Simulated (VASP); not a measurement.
# SnSe2 in VASP: single point with LDA

Aim: the single point of SnSe2 with LDA.

All numbers are computed with VASP 6.6.1; they aren't measurements. Logs are shortened: lines on timing, memory, paths and dates and some standing lists are left out, and cuts for length are marked.

### 1 The cell of the first run

The cell holds a sheet with vacuum, 9 atoms: a = 3.811 Å, b = 3.811 Å, c = 33.374 Å, α = 90.00°, β = 90.00°, γ = 120.00°.

### 2 Single point, LDA

Input file INCAR:

```
PREC = Accurate
ENCUT = 400
EDIFF = 1E-6
ISMEAR = 0
SIGMA = 0.02
LREAL = False
LASPH = True
NELM = 120
ALGO = Normal
ISIF = 2
LWAVE = False
LCHARG = False
LDIPOL = True
IDIPOL = 3
DIPOL = 0.5 0.5 0.500
GGA = CA
NBANDS = 49
GGA_COMPAT = False
NELMDL = -8
```

Input file KPOINTS:

```
regular mesh
0
Gamma
  12 12 1
```

Input file POSCAR:

```
SnSe2
1.0
    3.8110000000      0.0000000000      0.0000000000
   -1.9055000000      3.3004228138      0.0000000000
    0.0000000000      0.0000000000     33.3740000000
Se Sn
6 3
Direct
    0.6666666667      0.3333333333      0.2696710014
    0.3333333333      0.6666666667      0.3625576796
    0.6666666667      0.3333333333      0.4535566609
    0.3333333333      0.6666666667      0.5464433391
    0.6666666667      0.3333333333      0.6374423204
    0.3333333333      0.6666666667      0.7303289986
    0.0000000000      0.0000000000      0.3161143405
    0.0000000000      0.0000000000      0.5000000000
    0.0000000000      0.0000000000      0.6838856595
```

Potentials or basis: VASP PAW LDA potentials, release 64 (Se, Sn_d).

On the command line:

```bash
cat potpaw_LDA.64/Se/POTCAR potpaw_LDA.64/Sn_d/POTCAR > POTCAR
mpirun -np 1 vasp_std > vasp.out
```

OUTCAR:

```text
PREC = Accurate
   ENCUT = 400
   EDIFF = 1E-6
   ISMEAR = 0
   LREAL = False
   LASPH = True
   NELM = 120
   ISIF = 2
   GGA = CA
   NELMDL = -8

 ion  position               nearest neighbor table
   1  0.667  0.333  0.270-   7 2.69   7 2.69   7 2.69
   2  0.333  0.667  0.363-   7 2.69   7 2.69   7 2.69
   3  0.667  0.333  0.454-   8 2.69   8 2.69   8 2.69
   4  0.333  0.667  0.546-   8 2.69   8 2.69   8 2.69
   5  0.667  0.333  0.637-   9 2.69   9 2.69   9 2.69
   6  0.333  0.667  0.730-   9 2.69   9 2.69   9 2.69
   7  0.000  0.000  0.316-   1 2.69   2 2.69   2 2.69   1 2.69   1 2.69   2 2.69
   8  0.000  0.000  0.500-   3 2.69   4 2.69   4 2.69   3 2.69   3 2.69   4 2.69
   9  0.000  0.000  0.684-   5 2.69   6 2.69   6 2.69   5 2.69   5 2.69   6 2.69

  LATTYP: Found a hexagonal cell.
 ALAT       =     3.8110000000
 C/A-ratio  =     8.7572815534

  Lattice vectors:

 A1 = (   3.8110000000,   0.0000000000,   0.0000000000)
 A2 = (  -1.9055000000,   3.3004228138,   0.0000000000)
 A3 = (   0.0000000000,   0.0000000000,  33.3740000000)

Analysis of symmetry for initial positions (statically):
=====================================================================
 Subroutine PRICEL returns:
 Original cell was already a primitive cell.

 Routine SETGRP: Setting up the symmetry group for a
 hexagonal supercell.

 Subroutine GETGRP returns: Found 12 space group operations
 (whereof 12 operations were pure point group operations)
 out of a pool of 24 trial point group operations.

The static configuration has the point symmetry D_3d.

Analysis of symmetry for dynamics (positions and initial velocities):
=====================================================================
 Subroutine PRICEL returns:
 Original cell was already a primitive cell.

 Routine SETGRP: Setting up the symmetry group for a
 hexagonal supercell.

 Subroutine GETGRP returns: Found 12 space group operations
 (whereof 12 operations were pure point group operations)
 out of a pool of 24 trial point group operations.

The dynamic configuration has the point symmetry D_3d.

 Subroutine INISYM returns: Found 12 space group operations
 (whereof 12 operations are pure point group operations),
 and found     1 'primitive' translations

----------------------------------------------------------------------------------------

                                     Primitive cell

  volume of cell :     419.7752

  direct lattice vectors                    reciprocal lattice vectors
     3.811000000  0.000000000  0.000000000     0.262398321  0.151495741  0.000000000
    -1.905500000  3.300422814  0.000000000     0.000000000  0.302991482  0.000000000
     0.000000000  0.000000000 33.374000000     0.000000000  0.000000000  0.029963445

  length of vectors
     3.811000000  3.811000000 33.374000000     0.302991482  0.302991482  0.029963445

  position of ions in fractional coordinates (direct lattice)
     0.666666667  0.333333333  0.269671001
     0.333333333  0.666666667  0.362557680
     0.666666667  0.333333333  0.453556661
     0.333333333  0.666666667  0.546443339
     0.666666667  0.333333333  0.637442320
     0.333333333  0.666666667  0.730328999
     0.000000000  0.000000000  0.316114341
     0.000000000  0.000000000  0.500000000
     0.000000000  0.000000000  0.683885659

  ion indices of the primitive-cell ions
   primitive index   ion index
                 1           1
                 2           2
                 3           3
                 4           4
                 5           5
                 6           6
                 7           7
                 8           8
                 9           9

----------------------------------------------------------------------------------------

 KPOINTS: regular mesh

Automatic generation of k-mesh.
 Grid dimensions read from file:
 generate k-points for:   12   12    1

 Generating k-lattice:

  Cartesian coordinates                     Fractional coordinates (reciprocal lattice)
     0.021866527  0.012624645  0.000000000     0.083333333  0.000000000  0.000000000
     0.000000000  0.025249290  0.000000000     0.000000000  0.083333333  0.000000000
     0.000000000  0.000000000  0.029963445     0.000000000  0.000000000  1.000000000

  Length of vectors
     0.025249290  0.025249290  0.029963445

  Shift w.r.t. Gamma in fractional coordinates (k-lattice)
     0.000000000  0.000000000  0.000000000

 Subroutine IBZKPT returns following result:
 ===========================================

 Found     19 irreducible k-points:

 Following reciprocal coordinates:
            Coordinates               Weight
  0.000000  0.000000  0.000000      1.000000
  0.083333 -0.000000  0.000000      6.000000
  0.166667 -0.000000  0.000000      6.000000
  0.250000 -0.000000  0.000000      6.000000
  0.333333  0.000000  0.000000      6.000000
  0.416667 -0.000000  0.000000      6.000000
[... 11 lines left out ...]
  0.333333  0.250000  0.000000     12.000000
  0.333333  0.333333  0.000000      2.000000
   k-points           NKPTS =     19   k-points in BZ     NKDIM =     19   number of bands    NBANDS=     49
   number of dos      NEDOS =    301   number of ions     NIONS =      9
   total plane-waves  NPLWV = 175616
   dimension x,y,z NGX =    28 NGY =   28 NGZ =  224
   dimension x,y,z NGXF=    56 NGYF=   56 NGZF=  448
   ions per type =               6   3
   NGX,Y,Z   is equivalent  to a cutoff of  12.21, 12.21, 11.16 a.u.
   NGXF,Y,Z  is equivalent  to a cutoff of  24.43, 24.43, 22.32 a.u.
 SYSTEM =  unknown system
   PREC   = accura    normal or accurate (medium, high low for compatibility)
   ISTART =      0    job   : 0-new  1-cont  2-samecut
   ICHARG =      2    charge: 1-file 2-atom 10-const
   ISPIN  =      1    spin polarized calculation?
   LNONCOLLINEAR =      F non collinear calculations
   LSORBIT =      F    spin-orbit coupling
   LASPH  =      T    aspherical Exc in radial PAW
   ENCUT  =  400.0 eV  29.40 Ry    5.42 a.u.   6.21  6.21 54.42*2*pi/ulx,y,z
   NELM   =    120;   NELMIN=  2; NELMDL= -8     # of ELM steps
   EDIFF  = 0.1E-05   stopping-criterion for ELM
   LREAL  =      F    real-space projection
   EDIFFG = 0.1E-04   stopping-criterion for IOM
   NSW    =      0    number of steps for IOM
   IBRION =     -1    ionic relax: 0-MD 1-quasi-New 2-CG
   NFREE  =      0    steps in history (QN), initial steepest desc. (CG)
   ISIF   =      2    stress and relaxation
   ISYM   =      2    0-nonsym 1-usesym 2-fastsym
   POTIM  = 0.5000    time-step for ionic-motion
   TEBEG  =    0.0;   TEEND  =   0.0 temperature during run
   PSTRESS=    0.0 pullay stress
   NELECT =      78.0000    total number of electrons
   NUPDOWN=      -1.0000    fix difference up-down
   EMIN   =  10.00;   EMAX   =-10.00  energy-range for DOS
   EFERMI =   0.00;   METHOD = LEGACY
   ISMEAR =     0;   SIGMA  =   0.02  broadening in eV -4-tet -1-fermi 0-gaus
   EFERMI_NEDOS =   21; number of points for ismear=-14 and -15
   IALGO  =     38    algorithm
   IMIX   =      4    mixing-type and parameters
     AMIX     =   0.40;   BMIX     =  1.00
     AMIX_MAG =   1.60;   BMIX_MAG =  1.00
  volume/ion in A,a.u.               =      46.64       314.75
  Fermi-wavevector in a.u.,A,eV,Ry     =   0.934188  1.765359 11.873893  0.872706
  Thomas-Fermi vector in A             =   2.060967
   LORBIT       =      0    0 simple, 1 ext, 2 COOP (PROOUT), +10 PAW based schemes
   GGA     = CA    functional components
   LHFCALC =     F    Hartree Fock is set to
   AEXX    =    0.0000 exact exchange contribution
   IVDW    =     0    specifies the selected vdW correction
   LEPSILON=     F    determine dielectric tensor
   LRPA    =     F    only Hartree local field effects (RPA)
 non-spin polarized calculation
 Gauss-broadening in eV      SIGMA  =   0.02
  energy-cutoff  :      400.00
  volume of cell :      419.78
 maximum number of plane-waves:      7657
 NGX is ok and might be reduce to    28
   NGX = 13   NGY = 13   NGZ =109

 dipolmoment           0.000000      0.000000      0.000000 electrons x Angstroem

 number of electron      78.0000012 magnetization

 dipolmoment           0.000000      0.000000     -0.000000 electrons x Angstroem

 Free energy of the ion-electron system (eV)
  ---------------------------------------------------
  ext. energy  EPLUGINS =         0.00000000
  ---------------------------------------------------
  free energy    TOTEN  =       -41.17231799 eV

  energy without entropy =      -41.17231799  energy(sigma->0) =      -41.17231799

 E-fermi :  -0.4567     XC(G=0):  -5.7340

 val. band max:       -0.5599415763   @ k =   0.1667  -0.0000   0.0000
 cond. band min:       0.1308561792   @ k =   0.5000  -0.0000   0.0000
 fundamental gap:      0.6907977555
 Fermi energy:        -0.4566800500

 k-point     1 :       0.0000    0.0000    0.0000
  band No.  band energies     occupation
      1     -21.6682      2.00000
      2     -21.6682      2.00000
      3     -21.6679      2.00000
      4     -21.6679      2.00000
      5     -21.6679      2.00000
      6     -21.6679      2.00000
[... 41 lines left out ...]
     48       3.9289      0.00000
     49       3.9331      0.00000

 k-point     2 :       0.0833   -0.0000    0.0000
  band No.  band energies     occupation
      1     -21.6716      2.00000
      2     -21.6713      2.00000
      3     -21.6713      2.00000
      4     -21.6657      2.00000
      5     -21.6653      2.00000
      6     -21.6653      2.00000
[... 876 lines left out ...]
 k-point    19 :       0.3333    0.3333    0.0000
  band No.  band energies     occupation
      1     -21.6881      2.00000
      2     -21.6881      2.00000
      3     -21.6875      2.00000
      4     -21.6875      2.00000
      5     -21.6874      2.00000
      6     -21.6874      2.00000
[... 41 lines left out ...]
     48       5.5686      0.00000
     49       5.6863      0.00000

------------------------ aborting loop because EDIFF is reached ----------------------------------------

 vacuum level on the upper side and lower side of the slab       (xc-potential included)        -0.130        -0.130

  FORCE on cell =-STRESS in cart. coord.  units (eV):
  Direction    XX          YY          ZZ          XY          YZ          ZX
  --------------------------------------------------------------------------------------
  -------------------------------------------------------------------------------------
  Total       -0.6629983     -0.6629983      1.1335737      0.0000000     -0.0000000      0.0000000
  in kB       -2.5304992     -2.5304992      4.3265681      0.0000000     -0.0000000      0.0000000
  external PRESSURE =      -0.2448101 kB  Pullay stress =       0.0000000 kB

 VOLUME and BASIS-vectors are now :
 -----------------------------------------------------------------------------
  energy-cutoff  :      400.00
  volume of cell :      419.78
      direct lattice vectors                 reciprocal lattice vectors
     3.811000000  0.000000000  0.000000000     0.262398321  0.151495741  0.000000000
    -1.905500000  3.300422814  0.000000000     0.000000000  0.302991482  0.000000000
     0.000000000  0.000000000 33.374000000     0.000000000  0.000000000  0.029963445

 POSITION                                       TOTAL-FORCE (eV/Angst)
 -----------------------------------------------------------------------------------
      1.90550      1.10014      9.00000        -0.000000      0.000000     -0.171713
     -0.00000      2.20028     12.10000        -0.000000     -0.000000      0.292609
      1.90550      1.10014     15.13700         0.000000     -0.000000     -0.291583
     -0.00000      2.20028     18.23700         0.000000      0.000000      0.291583
      1.90550      1.10014     21.27400        -0.000000      0.000000     -0.292609
     -0.00000      2.20028     24.37400         0.000000     -0.000000      0.171713
      0.00000      0.00000     10.55000        -0.000000      0.000000     -0.029825
      0.00000      0.00000     16.68700        -0.000000      0.000000     -0.000000
      0.00000      0.00000     22.82400        -0.000000     -0.000000      0.029825
 -----------------------------------------------------------------------------------
    total drift:                               -0.000000     -0.000000      0.000000

  FREE ENERGIE OF THE ION-ELECTRON SYSTEM (eV)
  ---------------------------------------------------
  free  energy   TOTEN  =       -41.1723179859 eV

  energy  without entropy=      -41.1723179859  energy(sigma->0) =      -41.17231799

 vacuum level on the upper side and lower side of the slab         5.485         5.485
```

Wall time 14 min (1 thread of Intel Xeon 8259CL, shared host); peak memory 0.44 GiB.

Results:

| Property | Result |
| --- | --- |
| Free energy | -41.1723 eV |
| Largest force | 0.293 eV/Å |
| Band gap on the k mesh | 0.69 eV (least direct gap 0.95 eV) |

Forces in eV/Å, atoms in the order of the input:
```
Se   0.000  0.000 -0.172
Se   0.000  0.000  0.293
Se   0.000  0.000 -0.292
Se   0.000  0.000  0.292
Se   0.000  0.000 -0.293
Se   0.000  0.000  0.172
Sn   0.000  0.000 -0.030
Sn   0.000  0.000  0.000
Sn   0.000  0.000  0.030
```

Caveat: spin-orbit coupling is left out, which moves the levels of the heavy elements.
